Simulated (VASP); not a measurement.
# Te2Mo: relaxation of the atoms with LDA

The system is Te2Mo, a slab with vacuum.

```xyz
3
Lattice="3.4665 0.0000 0.0000 -1.7333 3.0021 0.0000 0.0000 0.0000 18.0454" Properties=species:S:1:pos:R:3 pbc="T T T"
Te    0.0000    2.0014   16.2235
Te    0.0000    2.0014    1.8219
Mo    0.0000    0.0000    0.0000
```

This cell differs from its parent crystal: strain along c alone, the other axes held: +3.0 %.

| Item | Value |
| --- | --- |
| Program | VASP 6.6.1 |
| Task | relaxation of the atoms |
| Functional | LDA |
| Potentials or basis | VASP PAW LDA potentials, release 64 (Te, Mo_sv) |
| Cutoff | 450 eV |
| k mesh | 12 × 12 × 2 |
| Occupations | gaussian, width 0.02 eV |
| Spin | no spin polarisation |
| Dipole correction | no |
| Further INCAR settings | ALGO = Normal; EDIFF = 1e-07; IBRION = 2; EDIFFG = -0.008; NSW = 60 |

The energy gained by relaxing is 2.5 meV/atom, the ionic steps are 3 and the band gap on the k mesh is 1.25 eV.

Forces in eV/Å, atoms in the order of the input:
```
Te   0.000  0.000  0.003
Te   0.000  0.000 -0.003
Mo   0.000  0.000  0.000
```

The path:
```
step  energy change (eV)  largest force (eV/Å)  pressure (GPa)
   1              0.0000                0.3248           -0.58
   2             -0.0068                0.1062           -0.19
   3             -0.0076                0.0025            0.00
```

Final structure:
```
Te Mo
1.0
     3.46655    0.00000    0.00000
    -1.73327    3.00212    0.00000
     0.00000    0.00000   18.04541
Te Mo
2 1
Direct
  0.33333 0.66667 0.90030
  0.33333 0.66667 0.09970
  0.00000 0.00000 0.00000
```

Levels at points of the mesh, in eV from the valence-band top:
```tsv
k point	band 10	band 11	band 12	band 13	band 14	band 15	band 16	band 17
(0.00, 0.00, 0.00)	-1.64	-0.81	-0.81	-0.60	3.37	3.37	3.68	3.68
(0.50, 0.00, 0.00)	-2.31	-1.69	-0.76	-0.14	1.59	1.88	3.42	3.92
(0.00, 0.00, 0.50)	-1.64	-0.81	-0.81	-0.60	3.37	3.37	3.68	3.68
(0.50, 0.00, 0.50)	-2.31	-1.69	-0.76	-0.14	1.59	1.88	3.42	3.92
```

Wall time 4.1 min on 1 thread of Intel(R) Xeon(R) Platinum 8259CL CPU @ 2.50GHz (Skylake/Cascade Lake), on a shared host, peak memory 0.28 GiB.

Caveat: the cell differs from its parent crystal (strain along c alone, the other axes held: +3.0 %); spin-orbit coupling is left out, which moves the levels of the heavy elements.
